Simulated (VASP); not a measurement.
Crystal: GaN.

```
Ga N
1.0
     2.96720    0.00000    0.00000
    -1.48360    2.56967    0.00000
     0.00000    0.00000    5.03293
Ga N
2 2
Cartesian
  0.0000 0.0000 0.0000
  0.0000 0.0000 2.5165
  0.0000 1.7131 1.2582
  1.4836 0.8566 3.7747
```

Base run:

```yaml
Program: VASP 6.6.1
Functional: r2SCAN
Potentials_or_basis: VASP PAW PBE potentials, release 64 (Ga_d, N)
Cutoff: 520 eV
k_mesh: 6 × 6 × 4
Occupations: gaussian, width 0.01 eV
Spin: no spin polarisation
```

Its results: band gap on the k mesh 1.87 eV, indirect (least direct gap 2.27 eV); pressure 1.0 GPa.

The run is repeated on the same cell with these changes: functional from r2SCAN to PBE. What comes out?

Band gap on the k mesh 1.32 eV, indirect (least direct gap 1.77 eV); pressure 8.9 GPa.

r2SCAN gives the wider gap, since meta-GGAs in the generalised Kohn-Sham scheme recover part of the derivative discontinuity.

Caveats: the PAW data sets were made with another functional, which shifts forces and pressure a little (some runs).

A k mesh can miss the band edges.
